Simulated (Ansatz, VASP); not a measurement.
## InAs in VASP and in Ansatz

```
In As
1.0
     0.00000    3.17520    3.02400
     3.17520    0.00000    3.02400
     3.17520    3.17520    0.00000
In As
1 1
Direct
  0.00000 0.00000 0.00000
  0.75000 0.75000 0.75000
```

Change from the starting cell: strain +0.050 along x and y, +0.000 along z, atoms carried along.

Alike in both runs: task single point; functional PBEsol; k mesh 14 × 14 × 14; occupations gaussian, width 0.15 eV; no spin polarisation.

|  | VASP | Ansatz |
| --- | --- | --- |
| version | VASP 6.6.1 | Ansatz 0.2.0 |
| potentials or method | VASP PAW PBE potentials, release 64 (In_d, As), cutoff 520 eV | scalar-relativistic, plane waves, PAW |
| valence electrons in the cell | 18 | 28 |

|  | VASP | Ansatz | Ansatz less VASP |
| --- | --- | --- | --- |
| gap on the k mesh at the Fermi level (eV) | none | none | - |
| pressure (GPa) | -3.6 | -3.6 | -0.05 |
| traceless stress, the component that is largest in VASP (GPa) | 1.05 | 1.05 | +0.001 |

VASP's potentials were made for PBE, not for PBEsol. A gap of «none» marks a metal or a gap that the smearing closes. With one functional, cell and mesh, what is left measures potentials, basis and numerics. VASP's potentials hold 18 valence electrons a cell and Ansatz's 28, so a difference there can come from the potentials and not from the codes.
